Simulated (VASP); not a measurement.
The system is Zr3S2.

```xyz
5
Lattice="2.9025 1.6758 3.4878 -2.9025 1.6758 3.4878 0.0000 -3.3516 3.4878" Properties=species:S:1:pos:R:3 pbc="T T T"
Zr    0.9832    1.7029    5.2317
Zr    0.9832   -1.7029    5.2317
Zr   -1.9663    0.0000    5.2317
S     0.0000    0.0000    6.9583
S     0.0000    0.0000    3.5050
```

| Quantity | Value |
| --- | --- |
| Program | VASP 6.6.1 |
| Task | relaxation of cell and atoms |
| Functional | PBEsol |
| Potentials or basis | VASP PAW PBE potentials, release 64 (Zr_sv, S) |
| Cutoff | 600 eV |
| k mesh | 6 × 6 × 6 |
| Occupations | fermi-dirac, width 0.05 eV |
| Spin | no spin polarisation |
| Hubbard terms | Zr d U = 4.0 eV |

At the start: pressure 2.1 GPa; volume 20.36 Å³/atom.

**Question.** Where does the relaxation end?

**Answer.** Over 5 steps the energy falls by 2.4 meV/atom and the volume is 20.70 Å³/atom (+1.7 %); space group R32 (No. 155, to 0.1 Å) before and after.

Step by step:
```
step  energy change (eV)  largest force (eV/Å)  pressure (GPa)  volume (Å³)
   1              0.0000                0.0942            2.05       101.79
   2              0.0055                0.0817           -2.49       105.67
   3             -0.0114                0.0655           -0.08       103.52
   4             -0.0122                0.0100           -0.02       103.48
   5             -0.0122                0.0036            0.00       103.48
```

Final structure:
```
Zr S
1.0
     2.91384    1.68231    3.51820
    -2.91384    1.68231    3.51820
     0.00000   -3.36462    3.51820
Zr S
3 2
Direct
  0.83791 0.50000 0.16209
  0.50000 0.16209 0.83791
  0.16209 0.83791 0.50000
  0.66451 0.66451 0.66451
  0.33549 0.33549 0.33549
```

Caveat: the PAW data sets were made with another functional, which shifts forces and pressure a little; U without spin polarisation on a metal has little footing.
